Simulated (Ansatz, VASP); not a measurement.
**Sr in VASP and in Ansatz**

```
CELL_PARAMETERS angstrom
0.00000 2.98721 2.98721
2.98721 0.00000 2.98721
2.98721 2.98721 0.00000
ATOMIC_POSITIONS crystal
Sr 0.00000 0.00000 0.00000
```

Alike in both runs: task single point; functional PBEsol; k mesh 12 × 12 × 12; occupations gaussian, width 0.1 eV; no spin polarisation.

```csv
,VASP,Ansatz
version,VASP 6.6.1,Ansatz 0.2.0
potentials or method,"VASP PAW PBE potentials, release 64 (Sr_sv), cutoff 520 eV","scalar-relativistic, plane waves, PAW"
valence electrons in the cell,10,10
```

|  | VASP | Ansatz | Ansatz less VASP |
| --- | --- | --- | --- |
| gap on the k mesh at the Fermi level (eV) | none | none | - |
| pressure (GPa) | -0.3 | -0.3 | -0.01 |

VASP's potentials were made for PBE, not for PBEsol. A gap of «none» marks a metal or a gap that the smearing closes.
